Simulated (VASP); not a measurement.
# H (P6_3/mmc) in VASP: notebook

The runs below take H through single point, with PBE.

Program: VASP 6.6.1. These are calculated values, not measurements. Logs are shortened: lines on timing, memory, paths and dates and some standing lists are left out, and cuts for length are marked.

### Step 1. The cell of the first run

The structure is hexagonal, space group P6_3/mmc (No. 194). The conventional cell has a = 3.840 Å, b = 3.840 Å, c = 5.047 Å, α = 90.00°, β = 90.00°, γ = 120.00°. H (site symmetry 3m) has 1 H at 0.74 Å within 1.0 Å.

### Step 2. Single point, PBE

Contents of INCAR:

```
PREC = Accurate
ENCUT = 500
EDIFF = 1E-6
ISMEAR = 0
SIGMA = 0.1
LREAL = F
LASPH = T
NELM = 120
ALGO = Normal
ISIF = 2
LWAVE = F
LCHARG = F
GGA = PE
NBANDS = 10
GGA_COMPAT = F
```

Contents of KPOINTS:

```
Automatic mesh
0
Gamma
  6 6 4
```

Contents of POSCAR:

```
H
1.0
    3.8401304226      0.0000000000      0.0000000000
   -1.9200652113      3.3256504998      0.0000000000
    0.0000000000      0.0000000000      5.0466615500
H
4
Direct
    0.3333333300      0.6666666700      0.1764958800
    0.6666666700      0.3333333300      0.6764958800
    0.6666666700      0.3333333300      0.8235041200
    0.3333333300      0.6666666700      0.3235041200
```

Potentials or basis: VASP PAW PBE potentials, release 64 (H).

On the command line:

```sh
$ cat potpaw_PBE.64/H/POTCAR > POTCAR
$ mpirun -np 1 vasp_std > vasp.out
```

OUTCAR:

```text
PREC = Accurate
   ENCUT = 500
   EDIFF = 1E-6
   ISMEAR = 0
   LREAL = F
   LASPH = T
   NELM = 120
   ISIF = 2
   GGA = PE

 ion  position               nearest neighbor table
   1  0.333  0.667  0.176-   4 0.74
   2  0.667  0.333  0.676-   3 0.74
   3  0.667  0.333  0.824-   2 0.74
   4  0.333  0.667  0.324-   1 0.74

  LATTYP: Found a hexagonal cell.
 ALAT       =     3.8401304226
 C/A-ratio  =     1.3141901432

  Lattice vectors:

 A1 = (   3.8401304226,   0.0000000000,   0.0000000000)
 A2 = (  -1.9200652113,   3.3256504998,   0.0000000000)
 A3 = (   0.0000000000,   0.0000000000,   5.0466615500)

Analysis of symmetry for initial positions (statically):
=====================================================================
 Subroutine PRICEL returns:
 Original cell was already a primitive cell.

 Routine SETGRP: Setting up the symmetry group for a
 hexagonal supercell.

 Subroutine GETGRP returns: Found 24 space group operations
 (whereof 12 operations were pure point group operations)
 out of a pool of 24 trial point group operations.

The static configuration has the point symmetry D_3d.
 The point group associated with its full space group is D_6h.

Analysis of symmetry for dynamics (positions and initial velocities):
=====================================================================
 Subroutine PRICEL returns:
 Original cell was already a primitive cell.

 Routine SETGRP: Setting up the symmetry group for a
 hexagonal supercell.

 Subroutine GETGRP returns: Found 24 space group operations
 (whereof 12 operations were pure point group operations)
 out of a pool of 24 trial point group operations.

The dynamic configuration has the point symmetry D_3d.
 The point group associated with its full space group is D_6h.

 Subroutine INISYM returns: Found 24 space group operations
 (whereof 12 operations are pure point group operations),
 and found     1 'primitive' translations

----------------------------------------------------------------------------------------

                                     Primitive cell

  volume of cell :      64.4506

  direct lattice vectors                    reciprocal lattice vectors
     3.840130423  0.000000000  0.000000000     0.260407822  0.150346526  0.000000000
    -1.920065211  3.325650500  0.000000000     0.000000000  0.300693052  0.000000000
     0.000000000  0.000000000  5.046661550     0.000000000  0.000000000  0.198150795

  length of vectors
     3.840130423  3.840130423  5.046661550     0.300693052  0.300693052  0.198150795

  position of ions in fractional coordinates (direct lattice)
     0.333333330  0.666666670  0.176495880
     0.666666670  0.333333330  0.676495880
     0.666666670  0.333333330  0.823504120
     0.333333330  0.666666670  0.323504120

  ion indices of the primitive-cell ions
   primitive index   ion index
                 1           1
                 2           2
                 3           3
                 4           4

----------------------------------------------------------------------------------------

 KPOINTS: Automatic mesh

Automatic generation of k-mesh.
 Grid dimensions read from file:
 generate k-points for:    6    6    4

 Generating k-lattice:

  Cartesian coordinates                     Fractional coordinates (reciprocal lattice)
     0.043401304  0.025057754  0.000000000     0.166666667 -0.000000000  0.000000000
     0.000000000  0.050115509  0.000000000     0.000000000  0.166666667  0.000000000
     0.000000000  0.000000000  0.049537699     0.000000000  0.000000000  0.250000000

  Length of vectors
     0.050115509  0.050115509  0.049537699

  Shift w.r.t. Gamma in fractional coordinates (k-lattice)
     0.000000000  0.000000000  0.000000000

 Subroutine IBZKPT returns following result:
 ===========================================

 Found     21 irreducible k-points:

 Following reciprocal coordinates:
            Coordinates               Weight
  0.000000  0.000000  0.000000      1.000000
  0.166667  0.000000  0.000000      6.000000
  0.333333 -0.000000  0.000000      6.000000
  0.500000 -0.000000  0.000000      3.000000
  0.166667  0.166667  0.000000      6.000000
  0.333333  0.166667  0.000000     12.000000
[... 13 lines left out ...]
  0.333333  0.166667  0.500000     12.000000
  0.333333  0.333333  0.500000      2.000000
   k-points           NKPTS =     21   k-points in BZ     NKDIM =     21   number of bands    NBANDS=     10
   number of dos      NEDOS =    301   number of ions     NIONS =      4
   total plane-waves  NPLWV =  31360
   dimension x,y,z NGX =    28 NGY =   28 NGZ =   40
   dimension x,y,z NGXF=    56 NGYF=   56 NGZF=   80
   ions per type =               4
   NGX,Y,Z   is equivalent  to a cutoff of  12.12, 12.12, 13.18 a.u.
   NGXF,Y,Z  is equivalent  to a cutoff of  24.24, 24.24, 26.35 a.u.
 SYSTEM =  unknown system
   PREC   = accura    normal or accurate (medium, high low for compatibility)
   ISTART =      0    job   : 0-new  1-cont  2-samecut
   ICHARG =      2    charge: 1-file 2-atom 10-const
   ISPIN  =      1    spin polarized calculation?
   LNONCOLLINEAR =      F non collinear calculations
   LSORBIT =      F    spin-orbit coupling
   LASPH  =      T    aspherical Exc in radial PAW
   ENCUT  =  500.0 eV  36.75 Ry    6.06 a.u.   7.00  7.00  9.20*2*pi/ulx,y,z
   NELM   =    120;   NELMIN=  2; NELMDL= -5     # of ELM steps
   EDIFF  = 0.1E-05   stopping-criterion for ELM
   LREAL  =      F    real-space projection
   EDIFFG = 0.1E-04   stopping-criterion for IOM
   NSW    =      0    number of steps for IOM
   IBRION =     -1    ionic relax: 0-MD 1-quasi-New 2-CG
   NFREE  =      0    steps in history (QN), initial steepest desc. (CG)
   ISIF   =      2    stress and relaxation
   ISYM   =      2    0-nonsym 1-usesym 2-fastsym
   POTIM  = 0.5000    time-step for ionic-motion
   TEBEG  =    0.0;   TEEND  =   0.0 temperature during run
   PSTRESS=    0.0 pullay stress
   NELECT =       4.0000    total number of electrons
   NUPDOWN=      -1.0000    fix difference up-down
   EMIN   =  10.00;   EMAX   =-10.00  energy-range for DOS
   EFERMI =   0.00;   METHOD = LEGACY
   ISMEAR =     0;   SIGMA  =   0.10  broadening in eV -4-tet -1-fermi 0-gaus
   EFERMI_NEDOS =   21; number of points for ismear=-14 and -15
   IALGO  =     38    algorithm
   IMIX   =      4    mixing-type and parameters
     AMIX     =   0.40;   BMIX     =  1.00
     AMIX_MAG =   1.60;   BMIX_MAG =  1.00
  volume/ion in A,a.u.               =      16.11       108.73
  Fermi-wavevector in a.u.,A,eV,Ry     =   0.648165  1.224855  5.716059  0.420119
  Thomas-Fermi vector in A             =   1.716710
   LORBIT       =      0    0 simple, 1 ext, 2 COOP (PROOUT), +10 PAW based schemes
   GGA     = PE    functional components
   LHFCALC =     F    Hartree Fock is set to
   AEXX    =    0.0000 exact exchange contribution
   IVDW    =     0    specifies the selected vdW correction
   LEPSILON=     F    determine dielectric tensor
   LRPA    =     F    only Hartree local field effects (RPA)
 non-spin polarized calculation
 Gauss-broadening in eV      SIGMA  =   0.10
  energy-cutoff  :      500.00
  volume of cell :       64.45
 maximum number of plane-waves:      1652
 NGX is ok and might be reduce to    28
   NGX = 13   NGY = 13   NGZ = 19

 number of electron       4.0000004 magnetization

 Free energy of the ion-electron system (eV)
  ---------------------------------------------------
  ext. energy  EPLUGINS =         0.00000000
  ---------------------------------------------------
  free energy    TOTEN  =       -13.57291454 eV

  energy without entropy =      -13.57291454  energy(sigma->0) =      -13.57291454

 E-fermi :  -8.5022     XC(G=0):  -4.5701

 val. band max:       -8.9301992058   @ k =   0.0000   0.0000   0.0000
 cond. band min:       0.4689404843   @ k =   0.0000   0.0000   0.0000
 fundamental gap:      9.3991396901
 Fermi energy:        -8.5022173876

 k-point     1 :       0.0000    0.0000    0.0000
  band No.  band energies     occupation
      1     -10.3278      2.00000
      2      -8.9302      2.00000
      3       0.4689      0.00000
      4       3.0450      0.00000
      5       6.1454      0.00000
      6       7.7269      0.00000
      7       8.3271      0.00000
      8       8.3271      0.00000
      9       9.7148      0.00000
     10       9.7148      0.00000

 k-point     2 :       0.1667    0.0000    0.0000
  band No.  band energies     occupation
      1     -10.1878      2.00000
      2      -8.9440      2.00000
      3       0.7916      0.00000
      4       2.6417      0.00000
      5       5.0162      0.00000
      6       7.0756      0.00000
      7       7.1857      0.00000
      8       8.1112      0.00000
      9      10.9185      0.00000
     10      11.0023      0.00000

 k-point     3 :       0.3333   -0.0000    0.0000
  band No.  band energies     occupation
      1      -9.8424      2.00000
      2      -9.0269      2.00000
      3       1.7125      0.00000
      4       1.8017      0.00000
      5       3.8880      0.00000
      6       5.4905      0.00000
      7       6.1630      0.00000
      8       7.5658      0.00000
      9       9.5367      0.00000
     10      10.7066      0.00000
[... 209 lines left out ...]
 k-point    20 :       0.3333    0.1667    0.5000
  band No.  band energies     occupation
      1      -9.3467      2.00000
      2      -9.3467      2.00000
      3       1.1615      0.00000
      4       1.1615      0.00000
      5       4.1310      0.00000
      6       4.1310      0.00000
      7       8.0165      0.00000
      8       8.0165      0.00000
      9       9.6957      0.00000
     10       9.6957      0.00000

 k-point    21 :       0.3333    0.3333    0.5000
  band No.  band energies     occupation
      1      -9.3015      2.00000
      2      -9.3015      2.00000
      3       1.4484      0.00000
      4       1.4484      0.00000
      5       3.0895      0.00000
      6       3.0895      0.00000
      7       8.7970      0.00000
      8       8.7970      0.00000
      9       9.2993      0.00000
     10       9.2993      0.00000

------------------------ aborting loop because EDIFF is reached ----------------------------------------

  FORCE on cell =-STRESS in cart. coord.  units (eV):
  Direction    XX          YY          ZZ          XY          YZ          ZX
  --------------------------------------------------------------------------------------
  -------------------------------------------------------------------------------------
  Total       -0.0616322     -0.0616322      0.3684564     -0.0000000      0.0000000      0.0000000
  in kB       -1.5321159     -1.5321159      9.1594609     -0.0000000      0.0000000      0.0000000
  external PRESSURE =       2.0317430 kB  Pullay stress =       0.0000000 kB

 VOLUME and BASIS-vectors are now :
 -----------------------------------------------------------------------------
  energy-cutoff  :      500.00
  volume of cell :       64.45
      direct lattice vectors                 reciprocal lattice vectors
     3.840130423  0.000000000  0.000000000     0.260407822  0.150346526  0.000000000
    -1.920065211  3.325650500  0.000000000     0.000000000  0.300693052  0.000000000
     0.000000000  0.000000000  5.046661550     0.000000000  0.000000000  0.198150795

 POSITION                                       TOTAL-FORCE (eV/Angst)
 -----------------------------------------------------------------------------------
     -0.00000      2.21710      0.89071         0.000000      0.000000     -0.302033
      1.92007      1.10855      3.41405        -0.000000      0.000000     -0.302033
      1.92007      1.10855      4.15595        -0.000000     -0.000000      0.302033
     -0.00000      2.21710      1.63262         0.000000      0.000000      0.302033
 -----------------------------------------------------------------------------------
    total drift:                                0.000001     -0.000000      0.000000

  FREE ENERGIE OF THE ION-ELECTRON SYSTEM (eV)
  ---------------------------------------------------
  free  energy   TOTEN  =       -13.5729145450 eV

  energy  without entropy=      -13.5729145450  energy(sigma->0) =      -13.57291454
```

It took 13 s on 1 thread of Intel Xeon 8259CL, shared host; peak memory 0.16 GiB.

What came out:

- Free energy: -13.5729 eV
- Pressure: 0.2 GPa
- Largest force: 0.302 eV/Å
- Band gap on the k mesh: 9.40 eV

Forces on the atoms (eV/Å):
```
H    0.000  0.000 -0.302
H    0.000  0.000 -0.302
H    0.000  0.000  0.302
H    0.000  0.000  0.302
```

Levels at points of the mesh, in eV from the valence-band top:
| k point | band 1 | band 2 | band 3 | band 4 | band 5 | band 6 |
| --- | --- | --- | --- | --- | --- | --- |
| (0.00, 0.00, 0.00) | -1.40 | 0.00 | 9.40 | 11.98 | 15.08 | 16.66 |
| (0.50, 0.00, 0.00) | -0.65 | -0.22 | 10.30 | 11.60 | 12.50 | 13.13 |
| (0.00, 0.00, 0.50) | -0.76 | -0.76 | 10.42 | 10.42 | 17.20 | 17.20 |
| (0.50, 0.00, 0.50) | -0.42 | -0.42 | 9.90 | 9.90 | 13.89 | 13.89 |

Caveat: this functional lacks dispersion, which holds the molecules together, so the pressure and a relaxed volume are unreliable.

### Step 3. Single point, PBE

This run uses another cell than the first one, of 14.49 Å³/atom.

Contents of INCAR:

```
SYSTEM = H
PREC = Accurate
ENCUT = 500
EDIFF = 1E-6
ISMEAR = 0
SIGMA = 0.02
LREAL = .FALSE.
LASPH = .TRUE.
NELM = 120
ALGO = Normal
ISIF = 2
LWAVE = .FALSE.
LCHARG = .FALSE.
GGA = PE
NBANDS = 10
GGA_COMPAT = .FALSE.
```

Contents of KPOINTS:

```
Automatic mesh
0
G
  9 9 6
  0 0 0
```

Contents of POSCAR:

```
H
1.0
    3.7022304027      0.0000000000      0.0000000000
   -1.8511152014      3.2062255794      0.0000000000
    0.0000000000      0.0000000000      4.8843408096
H
4
Direct
    0.3333333333      0.6666666667      0.1731704309
    0.6666666667      0.3333333333      0.6731704309
    0.6666666667      0.3333333333      0.8268295691
    0.3333333333      0.6666666667      0.3268295691
```

Potentials or basis: VASP PAW PBE potentials, release 64 (H).

On the command line:

```sh
$ cat potpaw_PBE.64/H/POTCAR > POTCAR
$ mpirun -np 1 vasp_std > vasp.out
```

It used 14 s of CPU time on 1 thread of Intel Xeon 8259CL (shared host).

It converged, with:

* Free energy: -13.5725 eV
* Pressure: -0.1 GPa
* Largest force: 0.009 eV/Å
* Band gap on the k mesh: 9.17 eV

Forces on the atoms (eV/Å):
```
H    0.000  0.000  0.009
H    0.000  0.000  0.009
H    0.000  0.000 -0.009
H    0.000  0.000 -0.009
```

Levels at points of the mesh, in eV from the valence-band top:
| k point | band 1 | band 2 | band 3 | band 4 | band 5 | band 6 | band 7 |
| --- | --- | --- | --- | --- | --- | --- | --- |
| (0.00, 0.00, 0.00) | -1.71 | 0.00 | 9.17 | 12.42 | 15.37 | 17.01 | 17.73 |
| (0.00, 0.00, 0.50) | -0.95 | -0.95 | 10.51 | 10.51 | 17.64 | 17.64 | 18.94 |

Caveat: this functional lacks dispersion, which holds the molecules together, so the pressure and a relaxed volume are unreliable. A k mesh can miss the band edges.
